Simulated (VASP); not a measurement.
# ZnS (F-43m) in VASP: a series of runs

The runs below take ZnS through vibrations by perturbation theory, with PBEsol.

Program: VASP 6.6.1. These are calculated values, not measurements. Logs are shortened: lines on timing, memory, paths and dates and some standing lists are left out, and cuts for length are marked.

### Step 1. The cell of the first run

It takes space group F-43m (No. 216, cubic). Conventional cell: a = 4.823 Å, b = 4.823 Å, c = 4.823 Å, α = 90.00°, β = 90.00°, γ = 90.00°. Within 2.8 Å of Zn (site symmetry -43m) lie 4 S at 2.09 Å. Within 2.8 Å of S (site symmetry -43m) lie 4 Zn at 2.09 Å.

### Step 2. Vibrations by perturbation theory, PBEsol

Contents of INCAR:

```
ALGO = Normal
EDIFF = 1E-8
ENCUT = 520
GGA = PS
IBRION = 8
ISIF = 2
ISMEAR = 0
LASPH = T
LCHARG = F
LEPSILON = T
LREAL = F
LWAVE = F
NELM = 60
NSW = 1
PREC = Accurate
SIGMA = 0.01
```

Contents of KPOINTS:

```
k-points
0
Gamma
  10 10 10
```

Contents of POSCAR:

```
ZnS
1.0
    0.0000000000      2.4113461867      2.4113461867
    2.4113461867      0.0000000000      2.4113461867
    2.4113461867      2.4113461867      0.0000000000
Zn S
1 1
Direct
    0.0000000000      0.0000000000      0.0000000000
    0.7500000000      0.7500000000      0.7500000000
```

Potentials or basis: VASP PAW PBE potentials, release 64 (Zn, S).

The run is started by

```sh
cat potpaw_PBE.64/Zn/POTCAR potpaw_PBE.64/S/POTCAR > POTCAR
mpirun -np 1 vasp_std > vasp.out
```

OUTCAR:

```text
EDIFF = 1E-8
   ENCUT = 520
   GGA = PS
   IBRION = 8
   ISIF = 2
   ISMEAR = 0
   LASPH = T
   LEPSILON = T
   LREAL = F
   NELM = 60
   NSW = 1
   PREC = Accurate

 ion  position               nearest neighbor table
   1  0.000  0.000  0.000-   2 2.09   2 2.09   2 2.09   2 2.09
   2  0.750  0.750  0.750-   1 2.09   1 2.09   1 2.09   1 2.09

  LATTYP: Found a face centered cubic cell.
 ALAT       =     4.8226923734

  Lattice vectors:

 A1 = (   0.0000000000,   2.4113461867,   2.4113461867)
 A2 = (   2.4113461867,   0.0000000000,   2.4113461867)
 A3 = (   2.4113461867,   2.4113461867,   0.0000000000)

Analysis of symmetry for initial positions (statically):
=====================================================================
 Subroutine PRICEL returns:
 Original cell was already a primitive cell.

 Routine SETGRP: Setting up the symmetry group for a
 face centered cubic supercell.

 Subroutine GETGRP returns: Found 24 space group operations
 (whereof 24 operations were pure point group operations)
 out of a pool of 48 trial point group operations.

The static configuration has the point symmetry T_d .

Analysis of symmetry for dynamics (positions and initial velocities):
=====================================================================
 Subroutine PRICEL returns:
 Original cell was already a primitive cell.

 Routine SETGRP: Setting up the symmetry group for a
 face centered cubic supercell.

 Subroutine GETGRP returns: Found 24 space group operations
 (whereof 24 operations were pure point group operations)
 out of a pool of 48 trial point group operations.

The dynamic configuration has the point symmetry T_d .

 Subroutine INISYM returns: Found 24 space group operations
 (whereof 24 operations are pure point group operations),
 and found     1 'primitive' translations

----------------------------------------------------------------------------------------

                                     Primitive cell

  volume of cell :      28.0420

  direct lattice vectors                    reciprocal lattice vectors
     0.000000000  2.411346187  2.411346187    -0.207353056  0.207353056  0.207353056
     2.411346187  0.000000000  2.411346187     0.207353056 -0.207353056  0.207353056
     2.411346187  2.411346187  0.000000000     0.207353056  0.207353056 -0.207353056

  length of vectors
     3.410158481  3.410158481  3.410158481     0.359146027  0.359146027  0.359146027

  position of ions in fractional coordinates (direct lattice)
     0.000000000  0.000000000  0.000000000
     0.750000000  0.750000000  0.750000000

  ion indices of the primitive-cell ions
   primitive index   ion index
                 1           1
                 2           2

----------------------------------------------------------------------------------------

 KPOINTS: k-points

Automatic generation of k-mesh.
 Grid dimensions read from file:
 generate k-points for:   10   10   10

 Generating k-lattice:

  Cartesian coordinates                     Fractional coordinates (reciprocal lattice)
    -0.020735306  0.020735306  0.020735306     0.100000000  0.000000000  0.000000000
     0.020735306 -0.020735306  0.020735306     0.000000000  0.100000000  0.000000000
     0.020735306  0.020735306 -0.020735306     0.000000000  0.000000000  0.100000000

  Length of vectors
     0.035914603  0.035914603  0.035914603

  Shift w.r.t. Gamma in fractional coordinates (k-lattice)
     0.000000000  0.000000000  0.000000000

 Subroutine IBZKPT returns following result:
 ===========================================

 Found     47 irreducible k-points:

 Following reciprocal coordinates:
[... 489 lines left out ...]
 -----------------------------------------------------------------------------
  energy-cutoff  :      520.00
  volume of cell :       28.04
      direct lattice vectors                 reciprocal lattice vectors
     0.000000000  2.411346187  2.411346187    -0.207353056  0.207353056  0.207353056
     2.411346187  0.000000000  2.411346187     0.207353056 -0.207353056  0.207353056
     2.411346187  2.411346187  0.000000000     0.207353056  0.207353056 -0.207353056

 POSITION                                       TOTAL-FORCE (eV/Angst)
 -----------------------------------------------------------------------------------
      0.00000      0.00000      0.00000        -0.000000      0.000000      0.000000
      3.61702      3.61702      3.61702         0.000000     -0.000000     -0.000000
 -----------------------------------------------------------------------------------
    total drift:                               -0.000002     -0.000002     -0.000002

  FREE ENERGIE OF THE ION-ELECTRON SYSTEM (eV)
  ---------------------------------------------------
  free  energy   TOTEN  =        -6.3472339164 eV

  energy  without entropy=       -6.3472339164  energy(sigma->0) =       -6.34723392

 HEAD OF MICROSCOPIC STATIC DIELECTRIC TENSOR (INDEPENDENT PARTICLE, excluding Hartree and local field effects)
 ------------------------------------------------------
           6.936715     0.000000    -0.000000
           0.000000     6.936715     0.000000
          -0.000000     0.000000     6.936715
 ------------------------------------------------------

 Free energy of the ion-electron system (eV)
  ---------------------------------------------------
  ---------------------------------------------------
  free energy    TOTEN  =        -0.44340360 eV

  energy without entropy =       -0.44340360

------------------------ aborting loop because EDIFF is reached ----------------------------------------

--------------------------------------- Ionic step        2  -------------------------------------------

------------------------ aborting loop because EDIFF is reached ----------------------------------------

--------------------------------------- Ionic step        3  -------------------------------------------

------------------------ aborting loop because EDIFF is reached ----------------------------------------

 PIEZOELECTRIC TENSOR FIELD DIRECTION 3  (e Angst)
 -----------------------------------------------------------------------------
    -0.00126  0.88012  0.00000           ( -0.00000 -0.01942  0.00000)
     0.88012 -0.00126  0.00000           ( -0.01942 -0.00000  0.00000)
     0.00000  0.00000  0.00087           (  0.00000  0.00000 -0.00000)

 PIEZOELECTRIC TENSOR FIELD DIRECTION 3  (C/m^2)
 -----------------------------------------------------------------------------
    -0.00072  0.50286  0.00000
     0.50286 -0.00072  0.00000
     0.00000  0.00000  0.00050

--------------------------------------- Ionic step        4  -------------------------------------------

------------------------ aborting loop because EDIFF is reached ----------------------------------------

[... ionic steps 5 to 6 ...]

--------------------------------------- Ionic step        7  -------------------------------------------

 Free energy of the ion-electron system (eV)
  ---------------------------------------------------
  ---------------------------------------------------
  free energy    TOTEN  =        -0.10433693 eV

  energy without entropy =       -0.10433693

------------------------ aborting loop because EDIFF is reached ----------------------------------------

 INTERNAL STRAIN TENSOR  FOR ION    2  DIRECTION 1   (eV/Angst):
 -----------------------------------------------------------------------------
    -0.00901  0.00000  0.00000
     0.00000  0.01765 23.61325
     0.00000 23.61325  0.01765

 MACROSCOPIC STATIC DIELECTRIC TENSOR (including local field effects in DFT)
 ------------------------------------------------------
           6.436300    -0.000000    -0.000000
           0.000000     6.436300     0.000000
          -0.000000     0.000000     6.436300
 ------------------------------------------------------

 PIEZOELECTRIC TENSOR (including local field effects)  for field in x, y, z        (e  Angst)
          XX          YY          ZZ          XY          YZ          ZX
  --------------------------------------------------------------------------------
  x     0.00000     0.00000     0.00000     0.00000     0.89667    -0.00000
  y    -0.00000     0.00000     0.00000     0.00000     0.00000     0.89667
  z    -0.00000    -0.00000     0.00000     0.89667     0.00000     0.00000

 PIEZOELECTRIC TENSOR (including local field effects)  for field in x, y, z        (C/m^2)
          XX          YY          ZZ          XY          YZ          ZX
  --------------------------------------------------------------------------------
  x     0.00000     0.00000     0.00000     0.00000     0.51231    -0.00000
  y    -0.00000     0.00000     0.00000     0.00000     0.00000     0.51231
  z    -0.00000    -0.00000     0.00000     0.51231     0.00000     0.00000

 BORN EFFECTIVE CHARGES (including local field effects) (in |e|, cummulative output)
 ---------------------------------------------------------------------------------
 ion    1
    1     1.49830     0.00000     0.00000
    2     0.00000     1.49830     0.00000
    3     0.00000     0.00000     1.49830
 ion    2
    1    -1.49830     0.00000     0.00000
    2     0.00000    -1.49830     0.00000
    3     0.00000     0.00000    -1.49830

 INTERNAL STRAIN TENSOR FOR ION    2 for displacements in x,y,z  (eV/Angst):
          X           Y           Z          XY          YZ          ZX
  --------------------------------------------------------------------------------
  x    -0.00000    -0.00000    -0.00000     0.00000    23.61325     0.00000
  y     0.00000    -0.00000     0.00000     0.00000     0.00000    23.61325
  z    -0.00000    -0.00000    -0.00000    23.61325     0.00000     0.00000

 SECOND DERIVATIVES (NOT SYMMETRIZED)
 ------------------------------------
               1X          1Y          1Z          2X          2Y          2Z
  1X   -16.650115    0.000000    0.000000   16.650115    0.000000    0.000000
  1Y     0.000000  -16.650115    0.000000    0.000000   16.650115    0.000000
  1Z     0.000000    0.000000  -16.650115    0.000000    0.000000   16.650115
  2X    16.598576    0.000000    0.000000  -16.598576    0.000000    0.000000
  2Y     0.000000   16.598576    0.000000    0.000000  -16.598576    0.000000
  2Z     0.000000    0.000000   16.598576    0.000000    0.000000  -16.598576

 Eigenvectors and eigenvalues of the dynamical matrix
 ----------------------------------------------------

   1 f  =   13.738339 THz    86.320528 2PiTHz  458.261653 cm-1    56.817178 meV
             X         Y         Z           dx          dy          dz
      0.000000  0.000000  0.000000     0.000000    0.000000   -0.574209
      3.617019  3.617019  3.617019     0.000000    0.000000    0.818709
[... 21 lines left out ...]
   6 f/i=    0.010011 THz     0.062904 2PiTHz    0.333945 cm-1     0.041404 meV
             X         Y         Z           dx          dy          dz
      0.000000  0.000000  0.000000    -0.275410    0.758274    0.139478
      3.617019  3.617019  3.617019    -0.193161    0.531822    0.097824

--------------------------------------------------------------------------------------------------------

 MACROSCOPIC STATIC DIELECTRIC TENSOR IONIC CONTRIBUTION
 ------------------------------------------------------
           0.871390     0.000000    -0.000000
           0.000000     0.871390    -0.000000
          -0.000000    -0.000000     0.871390
 ------------------------------------------------------

 ELASTIC MODULI CONTR FROM IONIC RELAXATION (kBar)
 Direction    XX          YY          ZZ          XY          YZ          ZX
 --------------------------------------------------------------------------------
 XX          -0.0000     -0.0000     -0.0000      0.0000      0.0000     -0.0000
 YY          -0.0000     -0.0000     -0.0000      0.0000      0.0000      0.0000
 ZZ          -0.0000     -0.0000     -0.0000      0.0000      0.0000     -0.0000
 XY           0.0000      0.0000      0.0000  -1914.8999      0.0000      0.0000
 YZ           0.0000      0.0000      0.0000      0.0000  -1914.8999     -0.0000
 ZX          -0.0000      0.0000     -0.0000      0.0000     -0.0000  -1914.8999
 --------------------------------------------------------------------------------

 PIEZOELECTRIC TENSOR IONIC CONTR  for field in x, y, z        (C/m^2)
          XX          YY          ZZ          XY          YZ          ZX
  --------------------------------------------------------------------------------
  x     0.00000     0.00000     0.00000     0.00000    -1.21549    -0.00000
  y    -0.00000     0.00000    -0.00000     0.00000    -0.00000    -1.21549
  z     0.00000     0.00000     0.00000    -1.21549     0.00000     0.00000
```

It took 13 min on 1 thread of Intel Xeon 8259CL, shared host; peak memory 0.31 GiB.

Results:

```
Electronic dielectric tensor (diagonal)                 : 6.44
Born charges (mean of the diagonal)                     : Zn +1.50; S -1.50 e
Highest phonon frequency at Γ, LO-TO splitting left out : 458 cm⁻¹
```

Phonon frequencies in cm⁻¹ (negative: imaginary):
| q point | frequencies |
| --- | --- |
| (0.000, 0.000, 0.000) | 0 0 0 458 458 458 |

Electronic dielectric tensor:
```
6.44 0.00 0.00
0.00 6.44 0.00
0.00 0.00 6.44
```

Born effective charge tensors (e):
atom 1, Zn
```
1.50 0.00 0.00
0.00 1.50 0.00
0.00 0.00 1.50
```
atom 2, S
```
-1.50  0.00  0.00
 0.00 -1.50  0.00
 0.00  0.00 -1.50
```

Caveat: the cell stands under pressure or tension, which shifts response properties.

(Continued in part 2 of 2.)
